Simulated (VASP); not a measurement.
Runs of VASP 6.6.1 on BeAl2. The structure is that of space group P6/mmm (No. 191), or close to it. The cells are those of the table. 

```csv
task,cell,k mesh,cutoff (eV),gap on the mesh (eV),pressure (GPa),largest force (eV/Å)
single point,"a = 4.372, b = 4.372, c = 5.205 Å, angles 90.0, 90.0, 120.0°, 6 atoms",6 × 6 × 4,520,none,0.2,-
single point,"a = 4.227, b = 4.227, c = 5.183 Å, angles 90.0, 90.0, 120.0°, 6 atoms",6 × 6 × 4,520,none,(a),0.81
relaxation of cell and atoms,"relaxed from a = 4.227, b = 4.227, c = 5.183 Å, angles 90.0, 90.0, 120.0°, 6 atoms",6 × 6 × 4,600,-,0.0,0.02
single point,"a = 4.318, b = 4.318, c = 5.325 Å, angles 90.0, 90.0, 120.0°, 6 atoms",12 × 12 × 8,520,none,0.0,-
```

Alike in all rows: level PBE; potentials or basis VASP PAW PBE potentials, release 64 (Be, Al); no spin polarisation; smearing gaussian 0.1 eV.

Problem. Fill in the values left out.

Solution. (a) 7.1.

Caveats: the bands computed are all filled at some k points, so no gap is given (some runs).

A gap of «none» marks levels without a gap at the run's occupations.
